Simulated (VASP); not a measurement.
Input of a VASP 6.6.1 run:

Contents of INCAR:

```
  PREC = Accurate
  ENCUT = 520
  EDIFF = 1E-6
  ISMEAR = -1
  SIGMA = 0.08
  LREAL = False
  LASPH = True
  NELM = 60
  ALGO = Normal
  ISIF = 2
  LWAVE = False
  LCHARG = False
  GGA = PE
  NBANDS = 28
```

The input KPOINTS:

```
Automatic mesh
0
Gamma
  12 12 4
```

POSCAR

```
Pb
1.0
    0.0000000000      2.5194839830     -2.5194839830
   -2.5194839830      0.0000000000      2.5194839830
    5.0389679659      5.0389679659      5.0389679659
Pb
3
Direct
    0.0000000000      0.0000000000      0.0000000000
    0.3333333330      0.6666666670      0.3333333330
    0.6666666670      0.3333333330      0.6666666670
```

Potentials or basis: VASP PAW PBE potentials, release 64 (Pb_d).

Command:

```sh
$ cat potpaw_PBE.64/Pb_d/POTCAR > POTCAR
$ mpirun -np 1 vasp_std > vasp.out
```

**Question.** Predict the pressure.

**Answer.** 0.0 GPa.

**Question.** Predict the band gap on the k mesh.

**Answer.** Zero (bands 21 and 22 overlap by 7.08 eV).

Caveat: spin-orbit coupling is left out, which moves the levels of the heavy elements.
